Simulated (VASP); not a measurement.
# Cs2CrTe6: single point with PBE

Cs2CrTe6:

```
Te Cr Cs
1.0
     0.00000    5.53955    5.53955
     5.53955    0.00000    5.53955
     5.53955    5.53955    0.00000
Te Cr Cs
6 1 2
Direct
  0.80800 0.19200 0.19200
  0.19200 0.80800 0.19200
  0.19200 0.80800 0.80800
  0.80800 0.19200 0.80800
  0.19200 0.19200 0.80800
  0.80800 0.80800 0.19200
  0.00000 0.00000 0.00000
  0.25000 0.25000 0.25000
  0.75000 0.75000 0.75000
```

| Property | Result |
| --- | --- |
| Program | VASP 6.6.1 |
| Task | single point |
| Functional | PBE |
| Potentials or basis | VASP PAW PBE potentials, release 64 (Te, Cr_pv, Cs_sv) |
| Cutoff | 520 eV |
| k mesh | 3 × 3 × 3 |
| Occupations | gaussian, width 0.01 eV |
| Spin | no spin polarisation |
| Dipole correction | no |
| Further INCAR settings | ALGO = Normal; EDIFF = 1e-07; NBANDS = 43 |

```
Pressure               : 21.9 GPa
Largest force          : 10.304 eV/Å
Band gap on the k mesh : zero (band 33 reaches 4.51 eV, above the bottom of band 34 at 4.39 eV)
```

Forces on the atoms (eV/Å):
```
Te   10.304   0.000   0.000
Te    0.000  10.304   0.000
Te  -10.304   0.000   0.000
Te    0.000 -10.304   0.000
Te    0.000   0.000  10.304
Te    0.000   0.000 -10.304
Cr    0.000   0.000   0.000
Cs    0.000   0.000   0.000
Cs    0.000   0.000   0.000
```

Levels at points of the mesh, in eV from the Fermi level:
| k point | band 29 | band 30 | band 31 | band 32 | band 33 | band 34 | band 35 | band 36 | band 37 | band 38 |
| --- | --- | --- | --- | --- | --- | --- | --- | --- | --- | --- |
| (0.00, 0.00, 0.00) | -1.77 | -0.14 | -0.14 | -0.14 | 0.13 | 0.13 | 0.13 | 0.81 | 0.81 | 0.81 |

It took 3.5 min on 1 thread of AMD EPYC 7R13 Processor (Zen 3), with other jobs on the host, peak memory 0.48 GiB.

Caveat: spin-orbit coupling is left out, which moves the levels of the heavy elements; forces of over 1 eV/Å act on the atoms, so gaps and moduli don't describe the material at rest. Spin polarisation is off, so any magnetic state and its effect on volume and gap are missing.
